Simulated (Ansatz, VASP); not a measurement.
Ti: VASP beside Ansatz

```
CELL_PARAMETERS angstrom
0.00000 -3.20990 0.00000
-3.20990 0.00000 0.00000
0.00000 0.00000 -3.20990
ATOMIC_POSITIONS crystal
Ti 0.50000 0.55732 0.50000
Ti 0.00000 0.94268 0.00000
```

Change from the starting cell: mode 4 frozen in at -0.184 Å and mode 5 at +0.000 Å (largest displacements).

Alike in both runs: task single point; functional PBEsol; k mesh 14 × 14 × 14; occupations gaussian, width 0.15 eV; no spin polarisation.

```csv
,VASP,Ansatz
version,VASP 6.6.1,Ansatz 0.2.0
potentials or method,"VASP PAW PBE potentials, release 64 (Ti_sv), cutoff 520 eV","scalar-relativistic, plane waves, PAW"
valence electrons in the cell,24,24
```

|  | VASP | Ansatz | Ansatz less VASP |
| --- | --- | --- | --- |
| gap on the k mesh at the Fermi level (eV) | none | none | - |
| pressure (GPa) | 2.7 | 2.9 | +0.22 |
| traceless stress, the component that is largest in VASP (GPa) | -3.97 | -3.98 | -0.013 |
| rms of the force components (eV/Å) | 1.013 | 1.013 | +0.0002 |

VASP's potentials were made for PBE, not for PBEsol, and Ansatz warns of the same on its side. Atom by atom the forces differ by 0.000 eV/Å (rms over components). A gap of «none» marks a metal or a gap that the smearing closes.
